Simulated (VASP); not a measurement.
# CdS (F-43m) in VASP: notebook

CdS is run at these levels: PBEsol; tasks: vibrations by perturbation theory, elastic constants.

All numbers are computed with VASP 6.6.1; they aren't measurements. Logs are shortened: lines on timing, memory, paths and dates and some standing lists are left out, and cuts for length are marked.

## 1. The cell of the first run

The structure is cubic, space group F-43m (No. 216). The conventional cell has a = 5.825 Å, b = 5.825 Å, c = 5.825 Å, α = 90.00°, β = 90.00°, γ = 90.00°. Within 3.3 Å of Cd (site symmetry -43m) lie 4 S at 2.52 Å. S (site symmetry -43m) has 4 Cd at 2.52 Å within 3.3 Å.

## 2. Vibrations by perturbation theory, PBEsol

INCAR reads:

```
PREC = Accurate ; ENCUT = 520
EDIFF = 1E-8 ; ISMEAR = 0
SIGMA = 0.01 ; LREAL = False
LASPH = True ; NELM = 80
ALGO = Normal ; ISIF = 2
LWAVE = False ; LCHARG = True
GGA = PS ; IBRION = 8
NSW = 1 ; LEPSILON = True
```

KPOINTS reads:

```
Automatic mesh
0
Gamma
  8 8 8
```

POSCAR reads:

```
CdS
1.0
    0.0000000000      2.9122812306      2.9122812306
    2.9122812306      0.0000000000      2.9122812306
    2.9122812306      2.9122812306      0.0000000000
Cd S
1 1
Direct
    0.0000000000      0.0000000000      0.0000000000
    0.2500000000      0.2500000000      0.2500000000
```

Potentials or basis: VASP PAW PBE potentials, release 64 (Cd, S).

Command:

```sh
$ cat potpaw_PBE.64/Cd/POTCAR potpaw_PBE.64/S/POTCAR > POTCAR
$ mpirun -np 1 vasp_std > vasp.out
```

OUTCAR:

```text
PREC = Accurate
   ENCUT = 520
   EDIFF = 1E-8
   ISMEAR = 0
   LREAL = False
   LASPH = True
   NELM = 80
   ISIF = 2
   GGA = PS
   IBRION = 8
   NSW = 1
   LEPSILON = True

 ion  position               nearest neighbor table
   1  0.000  0.000  0.000-   2 2.52   2 2.52   2 2.52   2 2.52
   2  0.250  0.250  0.250-   1 2.52   1 2.52   1 2.52   1 2.52

  LATTYP: Found a face centered cubic cell.
 ALAT       =     5.8245624612

  Lattice vectors:

 A1 = (   0.0000000000,   2.9122812306,   2.9122812306)
 A2 = (   2.9122812306,   0.0000000000,   2.9122812306)
 A3 = (   2.9122812306,   2.9122812306,   0.0000000000)

Analysis of symmetry for initial positions (statically):
=====================================================================
 Subroutine PRICEL returns:
 Original cell was already a primitive cell.

 Routine SETGRP: Setting up the symmetry group for a
 face centered cubic supercell.

 Subroutine GETGRP returns: Found 24 space group operations
 (whereof 24 operations were pure point group operations)
 out of a pool of 48 trial point group operations.

The static configuration has the point symmetry T_d .

Analysis of symmetry for dynamics (positions and initial velocities):
=====================================================================
 Subroutine PRICEL returns:
 Original cell was already a primitive cell.

 Routine SETGRP: Setting up the symmetry group for a
 face centered cubic supercell.

 Subroutine GETGRP returns: Found 24 space group operations
 (whereof 24 operations were pure point group operations)
 out of a pool of 48 trial point group operations.

The dynamic configuration has the point symmetry T_d .

 Subroutine INISYM returns: Found 24 space group operations
 (whereof 24 operations are pure point group operations),
 and found     1 'primitive' translations

----------------------------------------------------------------------------------------

                                     Primitive cell

  volume of cell :      49.4003

  direct lattice vectors                    reciprocal lattice vectors
     0.000000000  2.912281231  2.912281231    -0.171686716  0.171686716  0.171686716
     2.912281231  0.000000000  2.912281231     0.171686716 -0.171686716  0.171686716
     2.912281231  2.912281231  0.000000000     0.171686716  0.171686716 -0.171686716

  length of vectors
     4.118587614  4.118587614  4.118587614     0.297370115  0.297370115  0.297370115

  position of ions in fractional coordinates (direct lattice)
     0.000000000  0.000000000  0.000000000
     0.250000000  0.250000000  0.250000000

  ion indices of the primitive-cell ions
   primitive index   ion index
                 1           1
                 2           2

----------------------------------------------------------------------------------------

 KPOINTS: Automatic mesh

Automatic generation of k-mesh.
 Grid dimensions read from file:
 generate k-points for:    8    8    8

 Generating k-lattice:

  Cartesian coordinates                     Fractional coordinates (reciprocal lattice)
    -0.021460839  0.021460839  0.021460839     0.125000000  0.000000000  0.000000000
[... 533 lines left out ...]
  ---------------------------------------------------
  free energy    TOTEN  =        -0.87025827 eV

  energy without entropy =       -0.87025827

------------------------ aborting loop because EDIFF is reached ----------------------------------------

--------------------------------------- Ionic step        2  -------------------------------------------

------------------------ aborting loop because EDIFF is reached ----------------------------------------

--------------------------------------- Ionic step        3  -------------------------------------------

------------------------ aborting loop because EDIFF is reached ----------------------------------------

 PIEZOELECTRIC TENSOR FIELD DIRECTION 3  (e Angst)
 -----------------------------------------------------------------------------
    -0.00095 -1.97436  0.00000           ( -0.00000  0.03230  0.00000)
    -1.97436 -0.00095  0.00000           (  0.03230 -0.00000  0.00000)
     0.00000  0.00000 -0.00019           (  0.00000  0.00000 -0.00000)

 PIEZOELECTRIC TENSOR FIELD DIRECTION 3  (C/m^2)
 -----------------------------------------------------------------------------
    -0.00031 -0.64033  0.00000
    -0.64033 -0.00031  0.00000
     0.00000  0.00000 -0.00006

--------------------------------------- Ionic step        4  -------------------------------------------

------------------------ aborting loop because EDIFF is reached ----------------------------------------

[... ionic steps 5 to 6 ...]

--------------------------------------- Ionic step        7  -------------------------------------------

 Free energy of the ion-electron system (eV)
  ---------------------------------------------------
  ---------------------------------------------------
  free energy    TOTEN  =        -0.10697898 eV

  energy without entropy =       -0.10697898

------------------------ aborting loop because EDIFF is reached ----------------------------------------

 INTERNAL STRAIN TENSOR  FOR ION    2  DIRECTION 1   (eV/Angst):
 -----------------------------------------------------------------------------
     0.01126  0.00000  0.00000
     0.00000 -0.00216 -6.61248
     0.00000 -6.61248 -0.00216

 MACROSCOPIC STATIC DIELECTRIC TENSOR (including local field effects in DFT)
 ------------------------------------------------------
           6.985287    -0.000000    -0.000000
          -0.000000     6.985287     0.000000
           0.000000    -0.000000     6.985287
 ------------------------------------------------------

 PIEZOELECTRIC TENSOR (including local field effects)  for field in x, y, z        (e  Angst)
          XX          YY          ZZ          XY          YZ          ZX
  --------------------------------------------------------------------------------
  x    -0.00000     0.00000    -0.00000     0.00000    -1.98952     0.00000
  y    -0.00000    -0.00000    -0.00000     0.00000     0.00000    -1.98952
  z    -0.00000    -0.00000    -0.00000    -1.98952     0.00000     0.00000

 PIEZOELECTRIC TENSOR (including local field effects)  for field in x, y, z        (C/m^2)
          XX          YY          ZZ          XY          YZ          ZX
  --------------------------------------------------------------------------------
  x    -0.00000     0.00000    -0.00000     0.00000    -0.64525     0.00000
  y    -0.00000    -0.00000    -0.00000     0.00000     0.00000    -0.64525
  z    -0.00000    -0.00000    -0.00000    -0.64525     0.00000     0.00000

 BORN EFFECTIVE CHARGES (including local field effects) (in |e|, cummulative output)
 ---------------------------------------------------------------------------------
 ion    1
    1     2.20679     0.00000     0.00000
    2     0.00000     2.20679     0.00000
    3     0.00000    -0.00000     2.20679
 ion    2
    1    -2.20679    -0.00000    -0.00000
    2    -0.00000    -2.20679    -0.00000
    3    -0.00000     0.00000    -2.20679

 INTERNAL STRAIN TENSOR FOR ION    2 for displacements in x,y,z  (eV/Angst):
          X           Y           Z          XY          YZ          ZX
  --------------------------------------------------------------------------------
  x     0.00000    -0.00000     0.00000     0.00000    -6.61248     0.00000
  y    -0.00000     0.00000     0.00000     0.00000     0.00000    -6.61248
  z    -0.00000     0.00000     0.00000    -6.61248     0.00000     0.00000

 SECOND DERIVATIVES (NOT SYMMETRIZED)
 ------------------------------------
               1X          1Y          1Z          2X          2Y          2Z
  1X    -5.132539    0.000000    0.000000    5.132539    0.000000    0.000000
  1Y     0.000000   -5.132539    0.000000    0.000000    5.132539    0.000000
  1Z     0.000000    0.000000   -5.132539    0.000000    0.000000    5.132539
  2X     5.106384    0.000000    0.000000   -5.106384    0.000000    0.000000
  2Y     0.000000    5.106384    0.000000    0.000000   -5.106384    0.000000
  2Z     0.000000    0.000000    5.106384    0.000000    0.000000   -5.106384

 Eigenvectors and eigenvalues of the dynamical matrix
 ----------------------------------------------------

   1 f  =    7.076638 THz    44.463828 2PiTHz  236.051233 cm-1    29.266610 meV
             X         Y         Z           dx          dy          dz
      0.000000  0.000000  0.000000    -0.472048    0.000000    0.000000
      1.456141  1.456141  1.456141     0.881573    0.000000    0.000000
[... 21 lines left out ...]
   6 f/i=    0.007523 THz     0.047267 2PiTHz    0.250932 cm-1     0.031112 meV
             X         Y         Z           dx          dy          dz
      0.000000  0.000000  0.000000    -0.881573    0.000000    0.000000
      1.456141  1.456141  1.456141    -0.472048    0.000000    0.000000

--------------------------------------------------------------------------------------------------------

 MACROSCOPIC STATIC DIELECTRIC TENSOR IONIC CONTRIBUTION
 ------------------------------------------------------
           3.484433     0.000000     0.000000
           0.000000     3.484433     0.000000
           0.000000     0.000000     3.484433
 ------------------------------------------------------

 ELASTIC MODULI CONTR FROM IONIC RELAXATION (kBar)
 Direction    XX          YY          ZZ          XY          YZ          ZX
 --------------------------------------------------------------------------------
 XX          -0.0000      0.0000     -0.0000      0.0000      0.0000     -0.0000
 YY           0.0000     -0.0000      0.0000      0.0000     -0.0000      0.0000
 ZZ          -0.0000      0.0000     -0.0000      0.0000      0.0000      0.0000
 XY           0.0000      0.0000      0.0000   -281.1838      0.0000      0.0000
 YZ           0.0000     -0.0000      0.0000      0.0000   -281.1838      0.0000
 ZX          -0.0000      0.0000      0.0000      0.0000      0.0000   -281.1838
 --------------------------------------------------------------------------------

 PIEZOELECTRIC TENSOR IONIC CONTR  for field in x, y, z        (C/m^2)
          XX          YY          ZZ          XY          YZ          ZX
  --------------------------------------------------------------------------------
  x    -0.00000     0.00000    -0.00000     0.00000     0.93139     0.00000
  y     0.00000    -0.00000    -0.00000     0.00000     0.00000     0.93139
  z    -0.00000    -0.00000    -0.00000     0.93139     0.00000    -0.00000
```

It took 9 min on 1 thread of AMD EPYC 7R43 (Zen 3), shared host; peak memory 0.28 GiB.

What came out:

```
Electronic dielectric tensor (diagonal)                 : 6.99
Born charges (mean of the diagonal)                     : Cd +2.21; S -2.21 e
Highest phonon frequency at Γ, LO-TO splitting left out : 236 cm⁻¹
```

Phonon frequencies in cm⁻¹ (negative: imaginary):
```csv
q point,frequencies
"(0.000, 0.000, 0.000)",0 0 0 236 236 236
```

Electronic dielectric tensor:
```
6.99 0.00 0.00
0.00 6.99 0.00
0.00 0.00 6.99
```

Born effective charge tensors (e):
atom 1, Cd
```
2.21 0.00 0.00
0.00 2.21 0.00
0.00 0.00 2.21
```
atom 2, S
```
-2.21  0.00  0.00
 0.00 -2.21  0.00
 0.00  0.00 -2.21
```

Caveat: the PAW data sets were made with another functional, which shifts forces and pressure a little.

## 3. Elastic constants, PBEsol

INCAR reads:

```
SYSTEM = CdS
  PREC = Accurate
  ENCUT = 600
  EDIFF = 1E-8
  ISMEAR = 0
  SIGMA = 0.01
  LREAL = .FALSE.
  LASPH = .TRUE.
  NELM = 100
  ALGO = Normal
  ISIF = 3
  LWAVE = .FALSE.
  LCHARG = .FALSE.
  GGA = PS
  NBANDS = 16
  IBRION = 6
  NFREE = 2
  POTIM = 0.015
  NSW = 1
```

KPOINTS reads:

```
regular mesh
0
G
  8 8 8
  0 0 0
```

POSCAR is that of step 2.

Potentials or basis: VASP PAW PBE potentials, release 64 (Cd, S).

Command:

```sh
$ cat potpaw_PBE.64/Cd/POTCAR potpaw_PBE.64/S/POTCAR > POTCAR
$ mpirun -np 1 vasp_std > vasp.out
```

OUTCAR:

```text
SYSTEM = CdS
   PREC = Accurate
   ENCUT = 600
   EDIFF = 1E-8
   ISMEAR = 0
   LREAL = .FALSE.
   LASPH = .TRUE.
   NELM = 100
   ISIF = 3
   GGA = PS
   IBRION = 6
   NFREE = 2
   POTIM = 0.015
   NSW = 1

 ion  position               nearest neighbor table
   1  0.000  0.000  0.000-   2 2.52   2 2.52   2 2.52   2 2.52
   2  0.250  0.250  0.250-   1 2.52   1 2.52   1 2.52   1 2.52

  LATTYP: Found a face centered cubic cell.
 ALAT       =     5.8245624612

  Lattice vectors:

 A1 = (   0.0000000000,   2.9122812306,   2.9122812306)
 A2 = (   2.9122812306,   0.0000000000,   2.9122812306)
 A3 = (   2.9122812306,   2.9122812306,   0.0000000000)

Analysis of symmetry for initial positions (statically):
=====================================================================
 Subroutine PRICEL returns:
 Original cell was already a primitive cell.

 Routine SETGRP: Setting up the symmetry group for a
 face centered cubic supercell.

 Subroutine GETGRP returns: Found 24 space group operations
 (whereof 24 operations were pure point group operations)
 out of a pool of 48 trial point group operations.

The static configuration has the point symmetry T_d .

Analysis of symmetry for dynamics (positions and initial velocities):
[... 823 lines left out ...]
  -------------------------------------------------------------------------------------
  Total        0.1103315      0.1125760      0.1125760      0.0000000      0.1010402      0.0000000
  in kB        3.5783289      3.6511226      3.6511226      0.0000000      3.2769865      0.0000000
  external PRESSURE =       3.6268580 kB  Pullay stress =       0.0000000 kB
[... 17 lines left out ...]
  FREE ENERGIE OF THE ION-ELECTRON SYSTEM (eV)
  ---------------------------------------------------
  free  energy   TOTEN  =        -6.8127074535 eV

  energy  without entropy=       -6.8127074535  energy(sigma->0) =       -6.81270745

 INTERNAL STRAIN TENSORS FROM STRAINED CELLS
 ============================================

 INTERNAL STRAIN TENSOR FOR ION    1 for displacements in x,y,z  (eV/Angst):
          X           Y           Z          XY          YZ          ZX
  --------------------------------------------------------------------------------
  x     0.00000     0.00000     0.00000     0.00000     6.72330    -0.00000
  y     0.00000     0.00000     0.00000     0.00000    -0.00000     6.72328
  z    -0.00000     0.00000     0.00000     6.72369    -0.00000    -0.00000

 INTERNAL STRAIN TENSORS FROM DISPLACED ATOMS
 ============================================

 INTERNAL STRAIN TENSOR FOR ION    1 for displacements in x,y,z  (eV/Angst):
          X           Y           Z          XY          YZ          ZX
  --------------------------------------------------------------------------------
  x     0.00000     0.00000     0.00000     0.00000     6.73065     0.00000
  y    -0.00000     0.00000    -0.00000     0.00000     0.00000     6.73065
  z     0.00000     0.00000     0.00000     6.73065     0.00000     0.00000

 INTERNAL STRAIN TENSOR FOR ION    2 for displacements in x,y,z  (eV/Angst):
          X           Y           Z          XY          YZ          ZX
  --------------------------------------------------------------------------------
  x    -0.00000     0.00000     0.00000     0.00000    -6.73327     0.00000
  y     0.00000    -0.00000     0.00000     0.00000     0.00000    -6.73327
  z     0.00000     0.00000    -0.00000    -6.73327     0.00000     0.00000

 Eigenvectors and eigenvalues of the dynamical matrix
 ----------------------------------------------------

   1 f  =    7.073487 THz    44.444027 2PiTHz  235.946118 cm-1    29.253577 meV
             X         Y         Z           dx          dy          dz
      0.000000  0.000000  0.000000    -0.470835    0.000000    0.000000
      1.456141  1.456141  1.456141     0.882221    0.000000    0.000000
[... 21 lines left out ...]
   6 f/i=    0.002208 THz     0.013871 2PiTHz    0.073640 cm-1     0.009130 meV
             X         Y         Z           dx          dy          dz
      0.000000  0.000000  0.000000     0.000000    0.000000    0.882221
      1.456141  1.456141  1.456141     0.000000    0.000000    0.470835

--------------------------------------------------------------------------------------------------------

 ELASTIC MODULI CONTR FROM IONIC RELAXATION (kBar)
 Direction    XX          YY          ZZ          XY          YZ          ZX
 --------------------------------------------------------------------------------
 XX          -0.0000     -0.0000     -0.0000     -0.0000     -0.0000      0.0000
 YY          -0.0000     -0.0000     -0.0000     -0.0000     -0.0000     -0.0000
 ZZ          -0.0000     -0.0000     -0.0000     -0.0000     -0.0000      0.0000
 XY          -0.0000     -0.0000     -0.0000   -287.8889      0.0000      0.0000
 YZ          -0.0000     -0.0000     -0.0000      0.0000   -287.8889      0.0000
 ZX           0.0000     -0.0000      0.0000      0.0000      0.0000   -287.8889
 --------------------------------------------------------------------------------

 TOTAL ELASTIC MODULI (kBar)
 Direction    XX          YY          ZZ          XY          YZ          ZX
 --------------------------------------------------------------------------------
 XX         754.1089    564.1920    564.1920     -0.0000     -0.0000      0.0000
 YY         564.1920    754.1089    564.1920     -0.0000     -0.0000     -0.0000
 ZZ         564.1920    564.1920    754.1089     -0.0000     -0.0000      0.0000
 XY          -0.0000     -0.0000     -0.0000    259.3666      0.0000      0.0000
 YZ          -0.0000     -0.0000     -0.0000      0.0000    259.3666      0.0000
 ZX           0.0000     -0.0000      0.0000      0.0000      0.0000    259.3666
 --------------------------------------------------------------------------------
```

OSZICAR:

```text
N       E                     dE             d eps       ncg     rms          rms(c)
DAV:   1     0.118859993638E+03    0.11886E+03   -0.97500E+03   928   0.115E+03
[... 210 lines left out ...]
DAV:   2    -0.681280854837E+01   -0.27900E-02   -0.30328E-02  3520   0.954E-01    0.109E-01
DAV:   3    -0.681271914750E+01    0.89401E-04   -0.24294E-04  3960   0.113E-01    0.593E-02
DAV:   4    -0.681270760073E+01    0.11547E-04   -0.98354E-05  3632   0.604E-02    0.150E-02
DAV:   5    -0.681270751838E+01    0.82345E-07   -0.20848E-05  3488   0.294E-02    0.131E-02
DAV:   6    -0.681270744606E+01    0.72325E-07   -0.11777E-06  3840   0.794E-03    0.682E-03
DAV:   7    -0.681270745781E+01   -0.11749E-07   -0.15640E-07  3800   0.311E-03    0.456E-04
DAV:   8    -0.681270745349E+01    0.43206E-08   -0.29213E-08  3808   0.950E-04
  17 F= -.68127075E+01 E0= -.68127075E+01  d E =-.858213E-25
```

stdout:

```text
POSCAR found type information on POSCAR CdS
 POSCAR found :  2 types and       2 ions
 scaLAPACK will be used
 -----------------------------------------------------------------------------
|                                                                             |
|                                                                             |
|     You enforced a specific xc type in the INCAR file but a different       |
|     I HOPE YOU KNOW WHAT YOU ARE DOING!                                     |
[... 32 lines left out ...]
 Finite differences progress:
 bond charge predicted
 Finite differences progress:
 bond charge predicted
 Finite differences progress:
 bond charge predicted
 Finite differences progress:
 bond charge predicted
 Finite differences progress:
 bond charge predicted
 Finite differences progress:
 bond charge predicted
 Finite differences progress:
```

It took 28 min on 1 thread of AMD EPYC 7R43 (Zen 3), shared host; peak memory 0.32 GiB.

Results:

| Quantity | Value |
| --- | --- |
| Elastic constants C11, C12, C44 | 75, 56, 26 GPa |
| Voigt bulk modulus | 63 GPa |
| Highest phonon frequency at Γ, LO-TO splitting left out | 236 cm⁻¹ |

Phonon frequencies in cm⁻¹ (negative: imaginary):
| q point | frequencies |
| --- | --- |
| (0.000, 0.000, 0.000) | 0 0 0 236 236 236 |

Elastic tensor in Voigt notation (GPa, in the Cartesian axes of the cell as first typed):
```
75 56 56  0  0  0
56 75 56  0  0  0
56 56 75  0  0  0
 0  0  0 26  0  0
 0  0  0  0 26  0
 0  0  0  0  0 26
```

Clamped-ion elastic tensor (GPa):
```
75 56 56  0  0  0
56 75 56  0  0  0
56 56 75  0  0  0
 0  0  0 55  0  0
 0  0  0  0 55  0
 0  0  0  0  0 55
```

Caveat: the PAW data sets were made with another functional, which shifts forces and pressure a little.
